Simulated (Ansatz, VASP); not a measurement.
Two plane-wave programs on Al2Au

```
Al Au
1.0
     0.00000    5.54532    5.54532
     5.54532    0.00000    5.54532
     5.54532    5.54532    0.00000
Al Au
4 2
Direct
  0.62500 0.62500 0.62500
  0.12500 0.62500 0.62500
  0.62500 0.62500 0.12500
  0.62500 0.12500 0.62500
  0.50000 0.50000 0.50000
  0.75000 0.75000 0.75000
```

Alike in both runs: functional PBE; k mesh 4 × 4 × 4; occupations gaussian, width 0.1 eV; no spin polarisation.

Ansatz relaxed the structure, and its values are those at the end. VASP's run is a single point on that final structure, the one shown.

|  | VASP | Ansatz |
| --- | --- | --- |
| version | VASP 6.6.1 | Ansatz 0.2.0 |
| potentials or method | VASP PAW PBE potentials, release 64 (Al, Au), cutoff 520 eV | scalar-relativistic, plane waves, PAW |
| valence electrons in the cell | 34 | 50 |

|  | VASP | Ansatz | Ansatz less VASP |
| --- | --- | --- | --- |
| gap on the k mesh at the Fermi level (eV) | none | none | - |
| pressure (GPa) | 0.0 | 0.1 | +0.04 |

A gap of «none» marks a metal or a gap that the smearing closes. The functional is the same, so the differences come from potentials, cutoffs and numerics. VASP's potentials hold 34 valence electrons a cell and Ansatz's 50, so a difference there can come from the potentials and not from the codes.

Neither program's run includes spin-orbit coupling.
